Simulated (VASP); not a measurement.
# Fe (Fmmm) in VASP: further runs, part 2 of 2

VASP 6.6.1. Earlier steps stand in the parts before.

**3. Single point, LDA, collinear spin, ferromagnetic start**

This run uses another cell than the first one, of 12.12 Å³/atom, 1.082 times its volume.

The input, INCAR:

```
  PREC = Accurate
  ENCUT = 520
  EDIFF = 1E-6
  ISMEAR = -1
  SIGMA = 0.05
  LREAL = False
  LASPH = True
  NELM = 150
  ALGO = Normal
  ISIF = 2
  LWAVE = False
  LCHARG = True
  ISPIN = 2
  MAGMOM = 3
  LORBIT = 11
  LMAXMIX = 4
  GGA = CA
  LELF = True
  LVHAR = True
  NBANDS = 14
```

The input, KPOINTS:

```
regular mesh
0
Gamma
  13 13 13
```

The input, POSCAR:

```
Fe
1.0
    0.0000000000      1.9798226863      2.0036464209
    1.5278283418      0.0000000000      2.0036464209
    1.5278283418      1.9798226863      0.0000000000
Fe
1
Direct
    0.0000000000      0.0000000000      0.0000000000
```

Potentials or basis: VASP PAW LDA potentials, release 64 (Fe).

The run is started by

```
> cat potpaw_LDA.64/Fe/POTCAR > POTCAR
> mpirun -np 1 vasp_std > vasp.out
```

Wall time 33 s (1 thread of Intel Xeon 6975P-C (Granite Rapids), shared host); peak memory 0.19 GiB.

Results (log left out):

| Property | Result |
| --- | --- |
| Free energy | -9.0389 eV |
| Pressure | -26.5 GPa |
| Net moment | 2.23 μB per cell |
| Site moments | Fe +2.21 μB |
| Valence electrons inside the program's atomic spheres | Fe 7.16 |

Stress tensor (GPa, compression positive):
```
-30.56   0.00   0.00
  0.00 -23.78   0.00
  0.00   0.00 -25.10
```

Levels at points of the mesh, in eV from the Fermi level:
Spin up:
```tsv
k point	band 3	band 4	band 5	band 6	band 7	band 8
(0.00, 0.00, 0.00)	-2.23	-1.91	-1.18	-0.80	23.18	24.59
```
Spin down:
| k point | band 1 | band 2 | band 3 | band 4 | band 5 | band 6 |
| --- | --- | --- | --- | --- | --- | --- |
| (0.00, 0.00, 0.00) | -7.80 | -0.53 | -0.40 | 0.02 | 1.05 | 1.57 |

**4. Single point, PBEsol, collinear spin, ferromagnetic start**

This run uses another cell than the first one, of 12.12 Å³/atom, 1.082 times its volume.

The input, INCAR:

```
PREC = Accurate
ENCUT = 520
EDIFF = 1E-7
ISMEAR = -1
SIGMA = 0.05
LREAL = F
LASPH = T
NELM = 150
ALGO = Normal
ISIF = 2
LWAVE = F
LCHARG = F
ISPIN = 2
MAGMOM = 3
LORBIT = 11
LMAXMIX = 4
GGA = PS
NBANDS = 14
```

The input, KPOINTS:

```
Automatic mesh
0
Gamma
  13 13 13
```

POSCAR is that of step 3.

Potentials or basis: VASP PAW PBE potentials, release 64 (Fe).

The run is started by

```
> cat potpaw_PBE.64/Fe/POTCAR > POTCAR
> mpirun -np 1 vasp_std > vasp.out
```

Run time: 42 s. Hardware: 1 thread of Intel Xeon 6975P-C (Granite Rapids), shared host; peak memory 0.21 GiB.

Results (log left out):

```
Free energy                                           : -8.8209 eV
Pressure                                              : -17.4 GPa
Net moment                                            : 2.34 μB per cell
Site moments                                          : Fe +2.34 μB
Valence electrons inside the program's atomic spheres : Fe 7.15
```

Stress tensor (GPa, compression positive):
```
-21.10   0.00   0.00
  0.00 -14.84   0.00
  0.00   0.00 -16.28
```

Levels at points of the mesh, in eV from the Fermi level:
Spin up:
```csv
k point,band 3,band 4,band 5,band 6,band 7,band 8
"(0.00, 0.00, 0.00)",-2.27,-1.97,-1.28,-0.92,23.26,24.66
```
Spin down:
```csv
k point,band 1,band 2,band 3,band 4,band 5,band 6
"(0.00, 0.00, 0.00)",-7.89,-0.33,-0.19,0.26,1.35,1.92
```

Caveat: the PAW data sets were made with another functional, which shifts forces and pressure a little.

**5. Single point, r2SCAN, collinear spin, ferromagnetic start**

This run uses another cell than the first one, of 10.75 Å³/atom, 0.959 times its volume.

The input, POSCAR:

```
Fe
1.0
    0.0000000000      1.9021012277      1.9249897192
    1.4678507246      0.0000000000      1.9249897192
    1.4678507246      1.9021012277      0.0000000000
Fe
1
Direct
    0.0000000000      0.0000000000      0.0000000000
```

The input, INCAR.step1:

```
SYSTEM = Fe
  ALGO = Normal
  EDIFF = 1E-4
  ENCUT = 520
  GGA = PE
  ISMEAR = -1
  ISPIN = 2
  LASPH = .TRUE.
  LCHARG = .FALSE.
  LMAXMIX = 4
  LREAL = .FALSE.
  LWAVE = .TRUE.
  MAGMOM = 3
  NBANDS = 14
  NELM = 150
  PREC = Accurate
  SIGMA = 0.05
```

The input, INCAR.step2:

```
SYSTEM = Fe
  ALGO = Normal
  EDIFF = 1E-7
  ENCUT = 520
  ISIF = 2
  ISMEAR = -1
  ISPIN = 2
  ISTART = 1
  LASPH = .TRUE.
  LCHARG = .TRUE.
  LELF = .TRUE.
  LMAXMIX = 4
  LMIXTAU = .TRUE.
  LORBIT = 11
  LREAL = .FALSE.
  LVHAR = .TRUE.
  LWAVE = .FALSE.
  MAGMOM = 3
  METAGGA = R2SCAN
  NBANDS = 14
  NELM = 150
  PREC = Accurate
  SIGMA = 0.05
```

The input, KPOINTS:

```
k-points
0
G
  13 13 13
  0 0 0
```

The run is started by

```
> cat potpaw_PBE.64/Fe/POTCAR > POTCAR
> cp INCAR.step1 INCAR
> mpirun -np 1 vasp_std > vasp.out
> cp INCAR.step2 INCAR
> mpirun -np 1 vasp_std > vasp.out
```

Wall time 3.2 min (1 thread of Intel Xeon 6975P-C (Granite Rapids), shared host); peak memory 0.19 GiB.

The run converged. Its results:

- Free energy: -14.2910 eV
- Pressure: 21.2 GPa
- Net moment: 2.59 μB per cell
- Site moments: Fe +2.62 μB
- Valence electrons inside the program's atomic spheres: Fe 7.40

Stress tensor (GPa, compression positive):
```
16.40  0.00  0.00
 0.00 23.95  0.00
 0.00  0.00 23.11
```

Levels at points of the mesh, in eV from the Fermi level:
Spin up:
| k point | band 1 | band 2 | band 3 | band 4 | band 5 | band 6 | band 7 | band 8 | band 9 | band 10 |
| --- | --- | --- | --- | --- | --- | --- | --- | --- | --- | --- |
| (0.00, 0.00, 0.00) | -8.92 | -3.15 | -3.08 | -2.73 | -1.87 | -1.44 | 25.56 | 27.14 | 27.43 | 31.63 |
Spin down:
| k point | band 1 | band 2 | band 3 | band 4 | band 5 | band 6 |
| --- | --- | --- | --- | --- | --- | --- |
| (0.00, 0.00, 0.00) | -9.45 | -0.01 | 0.18 | 0.82 | 2.25 | 3.08 |

Caveat: the PAW data sets were made with another functional, which shifts forces and pressure a little.

**6. Relaxation of cell and atoms, revPBE+D4, collinear spin, ferromagnetic start**

This run uses another cell than the first one, of 11.44 Å³/atom, 1.020 times its volume.

The input, INCAR:

```
ALGO = Fast ; EDIFF = 1E-6
EDIFFG = -0.01 ; ENCUT = 600
GGA = RE ; IBRION = 2
ISIF = 3 ; ISMEAR = -1
ISPIN = 2 ; IVDW = 13
LASPH = T ; LCHARG = F
LMAXMIX = 4 ; LORBIT = 11
LREAL = F ; LWAVE = F
MAGMOM = 3 ; NELM = 150
NSW = 60 ; PREC = Accurate
SIGMA = 0.05
```

The input, KPOINTS:

```
k-points
0
Gamma
  13 13 13
```

The input, POSCAR:

```
Fe
1.0
    0.0000000000      1.9417396906      1.9651051623
    1.4984397099      0.0000000000      1.9651051623
    1.4984397099      1.9417396906      0.0000000000
Fe
1
Direct
    0.0000000000      0.0000000000      0.0000000000
```

Potentials or basis: VASP PAW PBE potentials, release 64 (Fe).

The run is started by

```
> cat potpaw_PBE.64/Fe/POTCAR > POTCAR
> mpirun -np 1 vasp_std > vasp.out
```

Run time: 3.9 min. Hardware: 1 thread of Intel Xeon 6975P-C (Granite Rapids), shared host; peak memory 0.22 GiB.

Results (log left out):

- Free energy: -8.4483 eV
- Relaxed volume: 11.07 Å³/atom
- Relaxed cell: a = 2.807 Å, b = 2.432 Å, c = 2.432 Å, α = 70.51°, β = 54.75°, γ = 54.75°
- Space group after relaxing (to 0.05 Å): Im-3m (No. 229)
- Energy gained by relaxing: 24.2 meV/atom
- Ionic steps: 14
- Pressure after relaxing: 0.0 GPa
- Net moment: 2.12 μB per cell
- Site moments: Fe +2.11 μB
- Valence electrons inside the program's atomic spheres: Fe 7.32
- Dispersion energy per atom: -0.603 eV

The path:
```
step  energy change (eV)  largest force (eV/Å)  pressure (GPa)  volume (Å³)
   1              0.0000                0.0000           -5.05        11.44
   2             -0.0114                0.0000            4.32        10.85
   3             -0.0120                0.0000            2.72        10.94
   4             -0.0216                0.0000            2.81        10.92
   5             -0.0227                0.0000            3.23        10.91
   6             -0.0217                0.0000           -3.70        11.28
   7             -0.0242                0.0000           -0.10        11.07
   8             -0.0242                0.0000            0.06        11.06
   9             -0.0242                0.0000            0.11        11.06
  10             -0.0242                0.0000            0.13        11.06
  11             -0.0242                0.0000            0.09        11.06
  12             -0.0242                0.0000            0.07        11.06
  13             -0.0242                0.0000           -0.10        11.07
  14             -0.0242                0.0000           -0.03        11.07
```

Final structure:
```
Fe
1.0
     0.00000    1.98489    1.98489
     1.40452    0.00000    1.98489
     1.40452    1.98489    0.00000
Fe
1
Direct
  0.00000 0.00000 0.00000
```

Levels at points of the mesh, in eV from the Fermi level:
Spin up:
| k point | band 2 | band 3 | band 4 | band 5 | band 6 | band 7 | band 8 | band 9 |
| --- | --- | --- | --- | --- | --- | --- | --- | --- |
| (0.00, 0.00, 0.00) | -2.36 | -2.36 | -2.35 | -1.13 | -1.12 | 25.25 | 25.27 | 25.27 |
Spin down:
| k point | band 1 | band 2 | band 3 | band 4 | band 5 | band 6 |
| --- | --- | --- | --- | --- | --- | --- |
| (0.00, 0.00, 0.00) | -8.45 | -0.51 | -0.51 | -0.50 | 1.65 | 1.65 |

Caveat: the PAW data sets were made with another functional, which shifts forces and pressure a little; pairwise dispersion overbinds metals, which lowers pressure and volume.

**7. Summary**

| task | level | potentials or basis | cell | cutoff (eV) | gap on the mesh (eV) | pressure (GPa) | moment (μB) |
| --- | --- | --- | --- | --- | --- | --- | --- |
| single point | PBEsol | VASP PAW PBE potentials, release 64 (Fe) | a = 2.744, b = 2.455, c = 2.436 Å, angles 68.3, 56.2, 55.6°, 1 atom | 520 | none | -7.3 | 2.15 |
| single point | LDA | VASP PAW LDA potentials, release 64 (Fe) | a = 2.817, b = 2.520, c = 2.501 Å, angles 68.3, 56.2, 55.6°, 1 atom | 520 | none | -26.5 | 2.23 |
| single point | PBEsol | VASP PAW PBE potentials, release 64 (Fe) | a = 2.817, b = 2.520, c = 2.501 Å, angles 68.3, 56.2, 55.6°, 1 atom | 520 | none | -17.4 | 2.34 |
| single point | r2SCAN | VASP PAW PBE potentials, release 64 (Fe) | a = 2.706, b = 2.421, c = 2.403 Å, angles 68.3, 56.2, 55.6°, 1 atom | 520 | none | 21.2 | 2.59 |
| relaxation of cell and atoms | revPBE+D4 | VASP PAW PBE potentials, release 64 (Fe) | relaxed from a = 2.763, b = 2.471, c = 2.453 Å, angles 68.3, 56.2, 55.6°, 1 atom | 600 | none | 0.0 | 2.12 |

Alike in all rows: spin collinear, ferromagnetic start; k mesh 13 × 13 × 13; smearing fermi-dirac 0.05 eV.

Caveats: the PAW data sets were made with another functional, which shifts forces and pressure a little (some runs); pairwise dispersion overbinds metals, which lowers pressure and volume (some runs).

Total energies depend on the potentials used, so only differences within one code and one set of settings carry meaning.
